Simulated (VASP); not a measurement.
Fe: single point with PBEsol

Crystal: Fe.

```xyz
2
Lattice="0.0000 3.5310 3.5310 1.7655 0.0000 1.7655 1.7655 1.7655 0.0000" Properties=species:S:1:pos:R:3 pbc="T T T"
Fe    0.0000    0.0000    0.0000
Fe    0.0000    1.7655    1.7655
```

This isn't the form of Fe at room conditions, which is bcc.

- Program: VASP 6.6.1
- Task: single point
- Functional: PBEsol
- Potentials or basis: VASP PAW PBE potentials, release 64 (Fe)
- Cutoff: 600 eV
- k mesh: 6 × 11 × 11
- Occupations: fermi-dirac, width 0.1 eV
- Spin: collinear spin, ferromagnetic start
- Starting moments: [4.0, 4.0] μB
- Dipole correction: no
- Further INCAR settings: ALGO = Normal; EDIFF = 1e-06; NBANDS = 19; ISYM = 0

```
Pressure                                              : -17.7 GPa
Net moment                                            : 2.41 μB per cell
Site moments                                          : Fe +1.20 μB
Valence electrons inside the program's atomic spheres : Fe 7.33
```

Levels at points of the mesh, in eV from the Fermi level:
Spin up:
```csv
k point,band 5,band 6,band 7,band 8,band 9,band 10,band 11,band 12,band 13,band 14
"(0.00, 0.00, 0.00)",-1.95,-1.95,-1.94,-0.87,-0.87,0.01,0.26,0.26,7.24,21.24
"(0.50, 0.00, 0.00)",-1.80,-1.80,-1.80,-1.80,-0.65,-0.65,-0.64,-0.64,15.24,15.24
```
Spin down:
| k point | band 3 | band 4 | band 5 | band 6 | band 7 | band 8 | band 9 | band 10 | band 11 | band 12 |
| --- | --- | --- | --- | --- | --- | --- | --- | --- | --- | --- |
| (0.00, 0.00, 0.00) | -1.00 | -1.00 | -1.00 | -0.93 | -0.93 | 0.15 | 0.77 | 0.77 | 1.59 | 1.59 |
| (0.50, 0.00, 0.00) | -1.57 | -1.57 | -0.68 | -0.68 | -0.68 | -0.68 | 0.80 | 0.80 | 0.81 | 0.81 |

Wall time 2.9 min on 1 thread of Intel(R) Xeon(R) 6975P-C (Granite Rapids), with other jobs on the host, peak memory 0.36 GiB.

Caveat: the cell stands under tension; the PAW data sets were made with another functional, which shifts forces and pressure a little.
